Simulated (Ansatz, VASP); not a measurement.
# H12CO8 in VASP and in Ansatz

```
O H C
1.0
     6.26583    0.00000    0.00000
     0.00000    6.26583    0.00000
     0.00000    0.00000    6.26583
O H C
8 12 1
Direct
  0.28380 0.06839 0.83961
  0.45278 0.42750 0.41749
  0.10183 0.19392 0.22642
  0.26968 0.71003 0.10943
  0.91605 0.64226 0.89225
  0.97843 0.88550 0.54715
  0.74362 0.22437 0.82890
  0.64646 0.05244 0.14564
  0.20717 0.12211 0.96727
  0.17195 0.02854 0.73752
  0.42659 0.45164 0.56910
  0.57771 0.33535 0.41520
  0.21068 0.28305 0.29531
  0.09542 0.06543 0.31542
  0.33924 0.82009 0.02252
  0.37515 0.63949 0.19970
  0.89847 0.49038 0.86386
  0.04572 0.65086 0.98495
  0.83375 0.92245 0.50494
  0.95650 0.78211 0.66835
  0.69501 0.13849 0.98775
```

Alike in both runs: functional PBE; dispersion D3(BJ); k mesh 1 × 1 × 1; occupations fermi-dirac, width 0.02 eV; no spin polarisation.

Ansatz relaxed the structure, and its values are those at the end. VASP's run is a single point on that final structure, the one shown.

|  | VASP | Ansatz |
| --- | --- | --- |
| version | VASP 6.6.1 | Ansatz 0.2.0 |
| potentials or method | VASP PAW PBE potentials, release 64 (O_h, H_h, C_h), cutoff 1000 eV | scalar-relativistic, plane waves, PAW |
| valence electrons in the cell | 64 | 64 |

|  | VASP | Ansatz | Ansatz less VASP |
| --- | --- | --- | --- |
| rms of the force components (eV/Å) | 0.076 | 0.076 | +0.0002 |
